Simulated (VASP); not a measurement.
Here is a VASP 6.6.1 calculation.

File INCAR:

```
  PREC = Accurate
  ENCUT = 600
  EDIFF = 1E-7
  ISMEAR = 0
  SIGMA = 0.1
  LREAL = False
  LASPH = True
  NELM = 60
  ALGO = Normal
  ISIF = 3
  LWAVE = False
  LCHARG = False
  GGA = PE
  IBRION = 2
  NSW = 90
  EDIFFG = -0.04
```

Contents of KPOINTS:

```
Automatic mesh
0
Gamma
  6 6 6
```

POSCAR

```
Cs2Au
1.0
   -2.2067803802      2.2067803802      5.4135081203
    2.2067803802     -2.2067803802      5.4135081203
    2.2067803802      2.2067803802     -5.4135081203
Cs Au
2 1
Direct
    0.6650000000      0.6650000000      0.0000000000
    0.3350000000      0.3350000000      0.0000000000
    0.0000000000      0.0000000000      0.0000000000
```

Potentials or basis: VASP PAW PBE potentials, release 64 (Cs_sv, Au).

Launch:

```bash
$ cat potpaw_PBE.64/Cs_sv/POTCAR potpaw_PBE.64/Au/POTCAR > POTCAR
$ mpirun -np 1 vasp_std > vasp.out
```

(1) Predict the band gap on the k mesh.

(2) Predict the relaxed cell.

(3) Estimate the relaxed volume.

Results:

(1) zero (an odd number of electrons rules out a gap without spin polarisation).

(2) a = 9.451 Å, b = 9.451 Å, c = 9.451 Å, α = 152.10°, β = 152.10°, γ = 39.87°.

(3) 61.50 Å³/atom.

Caveat: the volume moved by over 15 % at a fixed basis, so the end points are rough; spin-orbit coupling is left out, which moves the levels of the heavy elements.
